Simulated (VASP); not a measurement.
Input of a VASP 6.6.1 run:

The input INCAR:

```
PREC = Accurate
ENCUT = 600
EDIFF = 1E-6
ISMEAR = -1
SIGMA = 0.02
LREAL = F
LASPH = T
NELM = 80
ALGO = Normal
ISIF = 3
LWAVE = F
LCHARG = F
GGA = PE
IBRION = 2
NSW = 80
EDIFFG = -0.005
```

KPOINTS

```
Automatic mesh
0
Gamma
  8 8 8
```

Contents of POSCAR:

```
InP
1.0
    0.0000000000      2.6248170000      2.6248170000
    2.6248170000      0.0000000000      2.6248170000
    2.6248170000      2.6248170000      0.0000000000
In P
1 1
Direct
    0.0000000000      0.0000000000      0.0000000000
    0.5000000000      0.5000000000      0.5000000000
```

Potentials or basis: VASP PAW PBE potentials, release 64 (In_d, P).

Launch:

```bash
$ cat potpaw_PBE.64/In_d/POTCAR potpaw_PBE.64/P/POTCAR > POTCAR
$ mpirun -np 1 vasp_std > vasp.out
```

(1) What does it give for the relaxed volume?

(2) Predict the space group after relaxing (to 0.05 Å).

(3) Estimate the band gap on the k mesh.

(4) Predict the relaxed cell.

Results:

(1) 21.20 Å³/atom.

(2) Fm-3m (No. 225).

(3) zero (band 9 reaches 7.36 eV, above the bottom of band 10 at 4.73 eV).

(4) a = 3.914 Å, b = 3.914 Å, c = 3.914 Å, α = 60.00°, β = 60.00°, γ = 60.00°.

Caveat: the volume moved by over 15 % at a fixed basis, so the end points are rough; spin-orbit coupling is left out, which moves the levels of the heavy elements.
